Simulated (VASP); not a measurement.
MgW: single point with PBE

Crystal: MgW.

```
Mg W
1.0
     1.42693    0.82384    4.91851
    -1.42693    0.82384    4.91851
     0.00000   -1.64768    4.91851
Mg W
1 1
Cartesian
  0.0000 0.0000 12.9712
  0.0000 0.0000 5.5934
```

The cell was generated, and may not be a known phase.

* Program: VASP 6.6.1
* Task: single point
* Functional: PBE
* Potentials or basis: VASP PAW PBE potentials, release 64 (Mg, W_sv)
* Cutoff: 520 eV
* k mesh: 7 × 7 × 7
* Occupations: gaussian, width 0.2 eV
* Spin: no spin polarisation
* Dipole correction: no
* Further INCAR settings: ALGO = Normal; EDIFF = 1e-07; NBANDS = 15

```json
{
  "Pressure": "-0.2 GPa",
  "Band gap on the k mesh": "zero (bands 8 and 9 overlap by 1.42 eV)"
}
```

Levels at points of the mesh, in eV from the Fermi level:
| k point | band 5 | band 6 | band 7 | band 8 | band 9 | band 10 | band 11 | band 12 |
| --- | --- | --- | --- | --- | --- | --- | --- | --- |
| (0.00, 0.00, 0.00) | -8.21 | -4.22 | -1.16 | 0.11 | 0.11 | 2.82 | 2.82 | 3.73 |

Wall time 100 s on 1 thread of Intel Xeon 8259CL, on a shared host, peak memory 0.25 GiB.

Caveat: the k points lie up to 0.37 Å⁻¹ apart, too coarse for converged energies and pressures of a metal; spin-orbit coupling is left out, which moves the levels of the heavy elements.
